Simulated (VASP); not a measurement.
# GaN (P1) in VASP: single point with PBE

Aim: the single point of GaN with PBE.

All numbers are computed with VASP 6.6.1; they aren't measurements. Logs are shortened: lines on timing, memory, paths and dates and some standing lists are left out, and cuts for length are marked.

## (1) The cell of the first run

The typed cell holds 4 atoms: a = 3.207 Å, b = 3.211 Å, c = 5.165 Å, α = 90.59°, β = 88.96°, γ = 119.60°.

## (2) Single point, PBE (atoms moved at random and the cell strained at random)

Input file INCAR:

```
PREC = Accurate
ENCUT = 520
EDIFF = 1E-7
ISMEAR = 0
SIGMA = 0.05
LREAL = False
LASPH = True
NELM = 60
ALGO = Normal
ISIF = 2
LWAVE = False
LCHARG = False
GGA = PE
NBANDS = 26
```

Input file KPOINTS:

```
Automatic mesh
0
Gamma
  12 12 6
```

Input file POSCAR:

```
GaN
1.0
    3.2068500005      0.0100504423      0.0288067415
   -1.5947210620      2.7864474049     -0.0164350638
    0.0469280592     -0.0038217821      5.1652477655
Ga N
2 2
Direct
    0.3158331238      0.6533302582      0.9995462944
    0.6370216370      0.3170419038      0.4935122827
    0.3657065805      0.6846243004      0.3807642396
    0.6814386588      0.3450035375      0.8761771833
```

Potentials or basis: VASP PAW PBE potentials, release 64 (Ga_d, N).

On the command line:

```
$ cat potpaw_PBE.64/Ga_d/POTCAR potpaw_PBE.64/N/POTCAR > POTCAR
$ mpirun -np 1 vasp_std > vasp.out
```

OUTCAR:

```text
PREC = Accurate
   ENCUT = 520
   EDIFF = 1E-7
   ISMEAR = 0
   LREAL = False
   LASPH = True
   NELM = 60
   ISIF = 2
   GGA = PE

 ion  position               nearest neighbor table
   1  0.316  0.653  1.000-   4 1.89   4 1.97   3 1.98   4 2.04
   2  0.637  0.317  0.494-   3 1.86   3 1.88   4 1.98   3 2.11
   3  0.366  0.685  0.381-   2 1.86   2 1.88   1 1.98   2 2.11
   4  0.681  0.345  0.876-   1 1.89   1 1.97   2 1.98   1 2.04

  LATTYP: Found a triclinic cell.
 ALAT       =     3.2069951303
 B/A-ratio  =     2.3826425506
 C/A-ratio  =     1.0065269543
 COS(alpha) =     0.0042972860
 COS(beta)  =     0.5021585279
 COS(gamma) =     0.6394831991

  Lattice vectors:

 A1 = (  -3.2068500005,  -0.0100504423,  -0.0288067415)
 A2 = (  -4.8484991217,   2.7802187447,  -5.2104895708)
 A3 = (  -1.6121289385,  -2.7964978472,  -0.0123716777)

Analysis of symmetry for initial positions (statically):
=====================================================================
 Subroutine PRICEL returns:
 Original cell was already a primitive cell.

 Routine SETGRP: Setting up the symmetry group for a
 triclinic supercell.

 Subroutine GETGRP returns: Found  1 space group operations
 (whereof  1 operations were pure point group operations)
 out of a pool of  2 trial point group operations.

The static configuration has the point symmetry C_1 .

Analysis of symmetry for dynamics (positions and initial velocities):
=====================================================================
 Subroutine PRICEL returns:
 Original cell was already a primitive cell.

 Routine SETGRP: Setting up the symmetry group for a
 triclinic supercell.

 Subroutine GETGRP returns: Found  1 space group operations
 (whereof  1 operations were pure point group operations)
 out of a pool of  2 trial point group operations.

The dynamic configuration has the point symmetry C_1 .

 Subroutine INISYM returns: Found  1 space group operations
 (whereof  1 operations are pure point group operations),
 and found     1 'primitive' translations

----------------------------------------------------------------------------------------

                                     Primitive cell

  volume of cell :      46.2342

  direct lattice vectors                    reciprocal lattice vectors
[... 88 lines left out ...]
   LASPH  =      T    aspherical Exc in radial PAW
   ENCUT  =  520.0 eV  38.22 Ry    6.18 a.u.   5.96  5.97  9.60*2*pi/ulx,y,z
   NELM   =     60;   NELMIN=  2; NELMDL= -5     # of ELM steps
   EDIFF  = 0.1E-06   stopping-criterion for ELM
   LREAL  =      F    real-space projection
   EDIFFG = 0.1E-05   stopping-criterion for IOM
   NSW    =      0    number of steps for IOM
   IBRION =     -1    ionic relax: 0-MD 1-quasi-New 2-CG
   NFREE  =      0    steps in history (QN), initial steepest desc. (CG)
   ISIF   =      2    stress and relaxation
   ISYM   =      2    0-nonsym 1-usesym 2-fastsym
   POTIM  = 0.5000    time-step for ionic-motion
   TEBEG  =    0.0;   TEEND  =   0.0 temperature during run
   PSTRESS=    0.0 pullay stress
   NELECT =      36.0000    total number of electrons
   NUPDOWN=      -1.0000    fix difference up-down
   EMIN   =  10.00;   EMAX   =-10.00  energy-range for DOS
   EFERMI =   0.00;   METHOD = LEGACY
   ISMEAR =     0;   SIGMA  =   0.05  broadening in eV -4-tet -1-fermi 0-gaus
   EFERMI_NEDOS =   21; number of points for ismear=-14 and -15
   IALGO  =     38    algorithm
   IMIX   =      4    mixing-type and parameters
     AMIX     =   0.40;   BMIX     =  1.00
     AMIX_MAG =   1.60;   BMIX_MAG =  1.00
  volume/ion in A,a.u.               =      11.56        78.00
  Fermi-wavevector in a.u.,A,eV,Ry     =   1.506103  2.846121 30.862712  2.268345
  Thomas-Fermi vector in A             =   2.616864
   LORBIT       =      0    0 simple, 1 ext, 2 COOP (PROOUT), +10 PAW based schemes
   GGA     = PE    functional components
   LHFCALC =     F    Hartree Fock is set to
   AEXX    =    0.0000 exact exchange contribution
   IVDW    =     0    specifies the selected vdW correction
   LEPSILON=     F    determine dielectric tensor
   LRPA    =     F    only Hartree local field effects (RPA)
 non-spin polarized calculation
 Gauss-broadening in eV      SIGMA  =   0.05
  energy-cutoff  :      520.00
  volume of cell :       46.23
 maximum number of plane-waves:      1265
   NGX = 11   NGY = 11   NGZ = 19

 number of electron      36.0000005 magnetization

 Free energy of the ion-electron system (eV)
  ---------------------------------------------------
  ext. energy  EPLUGINS =         0.00000000
  ---------------------------------------------------
  free energy    TOTEN  =       -24.09048106 eV

  energy without entropy =      -24.09048106  energy(sigma->0) =      -24.09048106

 E-fermi :   5.6316     XC(G=0): -11.6063

 val. band max:        5.3646729844   @ k =   0.0000   0.0000   0.0000
 cond. band min:       7.0338958754   @ k =   0.0000   0.0000   0.0000
 fundamental gap:      1.6692228910
 Fermi energy:         5.6316460042

 k-point     1 :       0.0000    0.0000    0.0000
  band No.  band energies     occupation
      1     -10.7674      2.00000
      2      -9.8412      2.00000
      3      -8.3127      2.00000
      4      -8.2605      2.00000
      5      -8.2329      2.00000
      6      -8.1884      2.00000
[... 685 lines left out ...]
     25      16.6940      0.00000
     26      18.6179      0.00000

 [... further k-points ...]

------------------------ aborting loop because EDIFF is reached ----------------------------------------

  FORCE on cell =-STRESS in cart. coord.  units (eV):
  Direction    XX          YY          ZZ          XY          YZ          ZX
  --------------------------------------------------------------------------------------
  -------------------------------------------------------------------------------------
  Total        1.2334412      1.4309076      1.3644341     -0.8256686      0.7319155      0.3094199
  in kB       42.7430780     49.5859829     47.2824427    -28.6123210     25.3634487     10.7224899
  external PRESSURE =      46.5371679 kB  Pullay stress =       0.0000000 kB

 VOLUME and BASIS-vectors are now :
 -----------------------------------------------------------------------------
  energy-cutoff  :      520.00
  volume of cell :       46.23
      direct lattice vectors                 reciprocal lattice vectors
     3.206850000  0.010050442  0.028806742     0.311298391  0.178144322 -0.002696444
    -1.594721062  2.786447405 -0.016435064    -0.001125209  0.358237564  0.000275284
     0.046928059 -0.003821782  5.165247766    -0.001739701  0.000146343  0.193617469

 POSITION                                       TOTAL-FORCE (eV/Angst)
 -----------------------------------------------------------------------------------
      0.01786      1.81982      5.16126         0.803528      0.838098     -0.066761
      1.56040      0.88794      2.56225         1.307892      1.021368      0.858645
      0.09885      1.90989      1.96602        -1.324753     -1.025326     -0.728433
      1.67620      0.96483      4.53963        -0.786666     -0.834140     -0.063451
 -----------------------------------------------------------------------------------
    total drift:                                0.000014      0.001050     -0.000421

  FREE ENERGIE OF THE ION-ELECTRON SYSTEM (eV)
  ---------------------------------------------------
  free  energy   TOTEN  =       -24.0904810640 eV

  energy  without entropy=      -24.0904810640  energy(sigma->0) =      -24.09048106
```

OSZICAR:

```text
N       E                     dE             d eps       ncg     rms          rms(c)
DAV:   1     0.281567208186E+03    0.28157E+03   -0.17631E+04 24834   0.257E+03
DAV:   2     0.849025094934E+01   -0.27308E+03   -0.25735E+03 24690   0.494E+02
DAV:   3    -0.269177419729E+02   -0.35408E+02   -0.34904E+02 26742   0.144E+02
DAV:   4    -0.281294134148E+02   -0.12117E+01   -0.12062E+01 26912   0.286E+01
DAV:   5    -0.281549346585E+02   -0.25521E-01   -0.25496E-01 27754   0.401E+00    0.110E+01
DAV:   6    -0.240140028233E+02    0.41409E+01   -0.10407E+01 37494   0.498E+01    0.310E+00
DAV:   7    -0.241098167395E+02   -0.95814E-01   -0.14163E+00 24200   0.943E+00    0.271E+00
DAV:   8    -0.241046897857E+02    0.51270E-02   -0.16232E-01 35920   0.574E+00    0.810E-01
DAV:   9    -0.240898949058E+02    0.14795E-01   -0.50800E-02 37088   0.436E+00    0.360E-01
DAV:  10    -0.240904030642E+02   -0.50816E-03   -0.43495E-03 23942   0.485E-01    0.148E-01
DAV:  11    -0.240904751638E+02   -0.72100E-04   -0.28488E-04 34624   0.320E-01    0.164E-02
DAV:  12    -0.240904820133E+02   -0.68495E-05   -0.10307E-04 35274   0.113E-01    0.242E-02
DAV:  13    -0.240904806301E+02    0.13831E-05   -0.18659E-05 32182   0.704E-02    0.236E-03
DAV:  14    -0.240904809979E+02   -0.36771E-06   -0.16797E-06 24046   0.144E-02    0.767E-04
DAV:  15    -0.240904810640E+02   -0.66188E-07   -0.52576E-08 15710   0.280E-03
   1 F= -.24090481E+02 E0= -.24090481E+02  d E =-.135586E-16
```

stdout:

```text
POSCAR found type information on POSCAR GaN
 POSCAR found :  2 types and       4 ions
 scaLAPACK will be used
 LDA part: xc-table for (Slater+PW92), standard interpolation
 POSCAR, INCAR and KPOINTS ok, starting setup
 FFT: planning ... GRIDC
 FFT: planning ... GRID_SOFT
 FFT: planning ... GRID
 WAVECAR not read
 entering main loop
```

Run time: 7.4 min. Hardware: 1 thread of Oxide Virtual Turin-like, shared host; peak memory 0.47 GiB.

What came out:

```
Free energy            : -24.0905 eV
Pressure               : 4.7 GPa
Largest force          : 1.868 eV/Å
Band gap on the k mesh : 1.67 eV
```

Forces on the atoms (eV/Å):
```
Ga   0.804  0.838 -0.067
Ga   1.308  1.021  0.859
N   -1.325 -1.025 -0.728
N   -0.787 -0.834 -0.063
```

Caveat: the cell differs from its parent crystal (atoms moved at random and the cell strained at random); the cell stands under pressure; forces of over 1 eV/Å act on the atoms, so gaps and moduli don't describe the material at rest.
